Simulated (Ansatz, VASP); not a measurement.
## Hg2Pb in VASP and in Ansatz

File INCAR:

```
SYSTEM = Hg2Pb
PREC = Accurate ; ENCUT = 520
EDIFF = 1E-6 ; ISMEAR = 0
SIGMA = 0.1 ; LREAL = .FALSE.
LASPH = .TRUE. ; NELM = 100
ALGO = Normal ; ISIF = 2
LWAVE = .FALSE. ; LCHARG = .FALSE.
GGA = PE ; NBANDS = 26
```

File KPOINTS:

```
Automatic mesh
0
G
  6 6 2
  0 0 0
```

File POSCAR:

```
Hg2Pb
1.0
    3.4146420400      0.0000000000      0.0000000000
   -1.7073210200      2.9571667500      0.0000000000
    0.0000000000      0.0000000000      8.3641306600
Hg Pb
2 1
Direct
    0.3333333300      0.6666666700      0.6666666700
    0.6666666700      0.3333333300      0.3333333300
    0.0000000000      0.0000000000      0.0000000000
```

Input for Ansatz:

```yaml
crystal:
  lattice:
    - [3.41464204, 0.0, 0.0]
    - [-1.70732102, 2.95716675, 0.0]
    - [0.0, 0.0, 8.36413066]
  atoms:
    - { symbol: Hg, position: [0.33333333, 0.66666667, 0.66666667] }
    - { symbol: Hg, position: [0.66666667, 0.33333333, 0.33333333] }
    - { symbol: Pb, position: [0.0, 0.0, 0.0] }
basis:
  ecutwfc: 420
kpoints:
  mp_grid: { grid: [6, 6, 2] }
hamiltonian:
  xc: pbe
scf:
  occupations: { method: gaussian, width: 0.1 }
  lower_state_search: "off"
output:
  forces: true
  stress: true
  eigenvalues: true
```

Alike in both runs: task single point; functional PBE; k mesh 6 × 6 × 2; occupations gaussian, width 0.1 eV; no spin polarisation.

```csv
,VASP,Ansatz
version,VASP 6.6.1,Ansatz 0.2.0
potentials or method,"VASP PAW PBE potentials, release 64 (Hg, Pb_d), cutoff 520 eV","scalar-relativistic, plane waves, PAW"
valence electrons in the cell,38,54
```

|  | VASP | Ansatz | Ansatz less VASP |
| --- | --- | --- | --- |
| gap on the k mesh at the Fermi level (eV) | none | none | - |
| pressure (GPa) | 0.4 | 0.4 | -0.04 |
| traceless stress, the component that is largest in VASP (GPa) | 0.60 | 0.59 | -0.005 |
| rms of the force components (eV/Å) | 0.133 | 0.135 | +0.0021 |

Atom by atom the forces differ by 0.002 eV/Å (rms over components). A gap of «none» marks a metal or a gap that the smearing closes. VASP's potentials hold 38 valence electrons a cell and Ansatz's 54, so a difference there can come from the potentials and not from the codes.

The k mesh is coarse, so the values compare programs but aren't converged. Neither program's run includes spin-orbit coupling.
